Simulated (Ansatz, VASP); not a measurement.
Al2Cu in VASP and in Ansatz

```
CELL_PARAMETERS angstrom
-1.93120 1.93120 2.96751
1.93120 -1.93120 2.96751
1.98452 1.98452 -2.96751
ATOMIC_POSITIONS crystal
Al 0.75000 0.25000 0.50000
Al 0.25000 0.75000 0.50000
Cu 0.50000 0.50000 0.00000
```

Change from the starting cell: strain +e along x and -e along y -0.0133, strain +e along z and -e/2 along x and y +0.0467.

Alike in both runs: task single point; functional LDA; k mesh 14 × 14 × 14; occupations gaussian, width 0.15 eV; no spin polarisation.

|  | VASP | Ansatz |
| --- | --- | --- |
| version | VASP 6.6.1 | Ansatz 0.2.0 |
| potentials or method | VASP PAW LDA potentials, release 64 (Al, Cu), cutoff 520 eV | scalar-relativistic, plane waves, PAW |
| valence electrons in the cell | 17 | 25 |

|  | VASP | Ansatz | Ansatz less VASP |
| --- | --- | --- | --- |
| gap on the k mesh at the Fermi level (eV) | none | none | - |
| pressure (GPa) | 0.8 | 0.5 | -0.33 |
| traceless stress, the component that is largest in VASP (GPa) | -4.55 | -4.58 | -0.024 |

Ansatz warns that its potentials were made for another functional, while VASP's fit it. LDA's correlation is that of Perdew and Zunger in VASP and of Perdew and Wang (1992) in Ansatz. A gap of «none» marks a metal or a gap that the smearing closes. VASP's potentials hold 17 valence electrons a cell and Ansatz's 25, so a difference there can come from the potentials and not from the codes.
